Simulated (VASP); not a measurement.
Input of a VASP 6.6.1 run:

Contents of INCAR:

```
ALGO = Fast
EDIFF = 1E-7
ENCUT = 520
ISIF = 2
ISMEAR = 0
LASPH = True
LCHARG = False
LREAL = False
LWAVE = False
NBANDS = 29
NELM = 80
PREC = Accurate
SIGMA = 0.03
```

The input KPOINTS:

```
k-points
0
Gamma
  10 10 10
```

The input POSCAR:

```
Al2Ru
1.0
    0.0000000000      4.0925734619      4.4992746916
    2.1373861669      0.0000000000      4.4992746916
    2.1373861669      4.0925734619      0.0000000000
Al Ru
4 2
Direct
    0.0788992938      0.4211007062      0.0788992938
    0.4211007062      0.0788992938      0.4211007062
    0.1711007062      0.8288992938      0.1711007062
    0.8288992938      0.1711007062      0.8288992938
    0.7500000000      0.7500000000      0.7500000000
    0.5000000000      0.5000000000      0.5000000000
```

Potentials or basis: VASP PAW LDA potentials, release 64 (Al, Ru_pv).

Command:

```bash
$ cat potpaw_LDA.64/Al/POTCAR potpaw_LDA.64/Ru_pv/POTCAR > POTCAR
$ mpirun -np 1 vasp_std > vasp.out
```

(1) Predict the band gap on the k mesh.

(2) Estimate the pressure.

(3) Estimate the largest force.

## Answers

(1) zero (bands 20 and 21 overlap by 0.74 eV).

(2) 7.4 GPa.

(3) 0.506 eV/Å.

Caveat: the cell stands under pressure.
